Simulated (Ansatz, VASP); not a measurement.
**Mn in VASP and in Ansatz**

INCAR

```
ALGO     = Normal         # electronic algorithm
EDIFF    = 1E-7           # SCF threshold, eV
ENCUT    = 520            # plane-wave cutoff, eV
GGA      = PE             # functional
ISIF     = 2              # what is computed and relaxed
ISMEAR   = -1             # smearing method
LASPH    = True           # aspherical terms in the spheres
LCHARG   = False          # write CHGCAR
LREAL    = False          # projectors in reciprocal space
LWAVE    = False          # write WAVECAR
NBANDS   = 20             # bands
NELM     = 80             # most SCF steps
PREC     = Accurate       # precision mode
SIGMA    = 0.1            # smearing width, eV
```

File KPOINTS:

```
k-points
0
Gamma
  24 24 13
```

The input POSCAR:

```
Mn
1.0
    2.4499505362      0.0000000000      0.0000000000
   -1.2249752681      2.1217194024      0.0000000000
    0.0000000000      0.0000000000      3.9592062007
Mn
2
Direct
    0.3333333333      0.6666666667      0.2500000000
    0.6666666667      0.3333333333      0.7500000000
```

Input for Ansatz:

```yaml
crystal:
  lattice:
    - [2.4499505362, 0.0, 0.0]
    - [-1.2249752681, 2.1217194024, 0.0]
    - [0.0, 0.0, 3.9592062007]
  atoms:
    - { symbol: Mn, position: [0.3333333333, 0.6666666667, 0.25] }
    - { symbol: Mn, position: [0.6666666667, 0.3333333333, 0.75] }
hamiltonian:
  xc: pbe
  pseudopotentials:
    kind: paw
    azcp:
      Mn: "pseudopotentials/Mn.paw.azcp"
basis:
  ecutwfc: 420
  fft_grid_basis: typed
kpoints:
  mp_grid: { grid: [24, 24, 13], shift: [0, 0, 0] }
magnetization:
  spin_polarized: false
scf:
  occupations: { method: fermi_dirac, width: 0.1 }
output:
  stress: true
```

Alike in both runs: task single point; functional PBE; k mesh 24 × 24 × 13; occupations fermi-dirac, width 0.1 eV; no spin polarisation.

```csv
,VASP,Ansatz
version,VASP 6.6.1,Ansatz 0.2.0
potentials or method,"VASP PAW PBE potentials, release 64 (Mn_pv), cutoff 520 eV","plane waves (420 eV) with PAW, scalar-relativistic"
valence electrons in the cell,26,30
```

VASP gave:

```
pressure (GPa)                                                : 12.4
traceless stress, the component that is largest in VASP (GPa) : -0.08
```

Task: What did Ansatz give for the same quantities?

Result: Pressure (GPa): 12.5; traceless stress, the component that is largest in VASP (GPa): 0.01.

With one functional, cell and mesh, what is left measures potentials, basis and numerics. VASP's potentials hold 26 valence electrons a cell and Ansatz's 30, so a difference there can come from the potentials and not from the codes.
